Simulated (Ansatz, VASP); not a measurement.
One calculation of MgS, two programs

INCAR

```
SYSTEM = MgS
PREC = Accurate ; ENCUT = 600
EDIFF = 1E-6 ; ISMEAR = 0
SIGMA = 0.1 ; LREAL = .FALSE.
LASPH = .TRUE. ; NELM = 60
ALGO = Normal ; ISIF = 3
LWAVE = .FALSE. ; LCHARG = .FALSE.
GGA = PE ; IBRION = 2
NSW = 90 ; EDIFFG = -0.04
```

Contents of KPOINTS:

```
regular mesh
0
G
  6 6 4
  0 0 0
```

POSCAR

```
MgS
1.0
    3.1198067000      0.0000000000      0.0000000000
    0.0000000000      3.1198067000      0.0000000000
    0.0000000000      0.0000000000      4.2301085700
Mg S
1 1
Direct
    0.0000000000      0.0000000000      0.0000000000
    0.5000000000      0.5000000000      0.5000000000
```

Input for Ansatz:

```yaml
crystal:
  lattice:
    - [3.1198067, 0.0, 0.0]
    - [0.0, 3.1198067, 0.0]
    - [0.0, 0.0, 4.23010857]
  atoms:
    - { symbol: Mg, position: [0.0, 0.0, 0.0] }
    - { symbol: S, position: [0.5, 0.5, 0.5] }
basis:
  ecutwfc: 420
kpoints:
  mp_grid: { grid: [6, 6, 4] }
hamiltonian:
  xc: pbe
scf:
  occupations: { method: gaussian, width: 0.1 }
  lower_state_search: "off"
output:
  forces: true
  stress: true
  eigenvalues: true
relax:
  adjacent_minimum: "off"
  f_tol: 0.04
  max_steps: 70
  cell: { stress_tol: 0.4 }
```

Alike in both runs: task relaxation of cell and atoms; functional PBE; k mesh 6 × 6 × 4; occupations gaussian, width 0.1 eV; no spin polarisation.

|  | VASP | Ansatz |
| --- | --- | --- |
| version | VASP 6.6.1 | Ansatz 0.2.0 |
| potentials or method | VASP PAW PBE potentials, release 64 (Mg, S), cutoff 600 eV | scalar-relativistic, plane waves, PAW |
| valence electrons in the cell | 8 | 16 |

Ansatz gave:

| Item | Value |
| --- | --- |
| gap on the k mesh at the Fermi level, each at its own relaxed structure (eV) | none |
| relaxed volume (Å³/atom) | 17.54 |
| relaxed cell length with the largest relative difference (Å) | 3.288 |

Task: Which values does VASP return?

Result: gap on the k mesh at the Fermi level, each at its own relaxed structure (eV): none; relaxed volume (Å³/atom): 17.46; relaxed cell length with the largest relative difference (Å): 3.281.

A gap of «none» marks a metal or a gap that the smearing closes. VASP's potentials hold 8 valence electrons a cell and Ansatz's 16, so a difference there can come from the potentials and not from the codes.

The k mesh is coarse, so the values compare programs but aren't converged. Noted on VASP's run: the volume moved by over 15 % at a fixed basis, so the end points are rough.
